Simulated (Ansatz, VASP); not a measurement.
Two plane-wave programs on SiO2

File INCAR:

```
PREC     = Accurate       # precision mode
ENCUT    = 520            # plane-wave cutoff, eV
EDIFF    = 1E-6           # SCF threshold, eV
ISMEAR   = 0              # smearing method
SIGMA    = 0.02           # smearing width, eV
LREAL    = F              # projectors in reciprocal space
LASPH    = T              # aspherical terms in the spheres
NELM     = 60             # most SCF steps
ALGO     = Normal         # electronic algorithm
ISIF     = 2              # what is computed and relaxed
LWAVE    = F              # write WAVECAR
LCHARG   = F              # write CHGCAR
GGA      = PE             # functional
NBANDS   = 44             # bands
```

File KPOINTS:

```
regular mesh
0
Gamma
  6 6 4
```

File POSCAR:

```
SiO2
1.0
    4.4240184310      0.0000000000      0.0000000000
   -2.2120092155      3.8313123481      0.0000000000
    0.0000000000      0.0000000000      8.2667671606
Si O
4 8
Direct
    0.6666666667      0.3333333333      0.9376344218
    0.6666666667      0.3333333333      0.5623655782
    0.3333333333      0.6666666667      0.0623655782
    0.3333333333      0.6666666667      0.4376344218
    0.0000000000      0.3216976799      0.0000000000
    0.3216976799      0.3216976799      0.5000000000
    0.6783023201      0.0000000000      0.5000000000
    0.6783023201      0.6783023201      0.0000000000
    0.0000000000      0.6783023201      0.5000000000
    0.6666666667      0.3333333333      0.7500000000
    0.3333333333      0.6666666667      0.2500000000
    0.3216976799      0.0000000000      0.0000000000
```

Input for Ansatz:

```yaml
crystal:
  lattice:
    - [4.424018431, 0.0, 0.0]
    - [-2.2120092155, 3.8313123481, 0.0]
    - [0.0, 0.0, 8.2667671606]
  atoms:
    - { symbol: Si, position: [0.6666666667, 0.3333333333, 0.9376344218] }
    - { symbol: Si, position: [0.6666666667, 0.3333333333, 0.5623655782] }
    - { symbol: Si, position: [0.3333333333, 0.6666666667, 0.0623655782] }
    - { symbol: Si, position: [0.3333333333, 0.6666666667, 0.4376344218] }
    - { symbol: O, position: [0.0, 0.3216976799, 0.0] }
    - { symbol: O, position: [0.3216976799, 0.3216976799, 0.5] }
    - { symbol: O, position: [0.6783023201, 0.0, 0.5] }
    - { symbol: O, position: [0.6783023201, 0.6783023201, 0.0] }
    - { symbol: O, position: [0.0, 0.6783023201, 0.5] }
    - { symbol: O, position: [0.6666666667, 0.3333333333, 0.75] }
    - { symbol: O, position: [0.3333333333, 0.6666666667, 0.25] }
    - { symbol: O, position: [0.3216976799, 0.0, 0.0] }
basis:
  ecutwfc: 420
kpoints:
  mp_grid: { grid: [6, 6, 4] }
  band_path: { path: [VBM, CBM], npoints: 2 }
hamiltonian:
  xc: pbe
scf:
  occupations: { method: gaussian, width: 0.02 }
output:
  forces: true
  stress: true
  eigenvalues: true
checkpoint:
  read: start.run
  write: ck
  compress: false
  write_wavefunctions: false
  write_every: 100000
```

Alike in both runs: task single point; functional PBE; k mesh 6 × 6 × 4; occupations gaussian, width 0.02 eV; no spin polarisation.

|  | VASP | Ansatz |
| --- | --- | --- |
| version | VASP 6.6.1 | Ansatz 0.2.0 |
| potentials or method | VASP PAW PBE potentials, release 64 (Si, O), cutoff 520 eV | scalar-relativistic, plane waves, PAW |
| valence electrons in the cell | 64 | 64 |

VASP gave:

```
gap on the k mesh at the Fermi level (eV) : 5.86
least direct gap on the mesh (eV)         : 6.03
rms of the force components (eV/Å)        : 0.022
```

Question: Estimate Ansatz's values.

Answer: gap on the k mesh at the Fermi level (eV): 5.87; least direct gap on the mesh (eV): 6.04; rms of the force components (eV/Å): 0.000.

Atom by atom the forces differ by 0.022 eV/Å (rms over components).
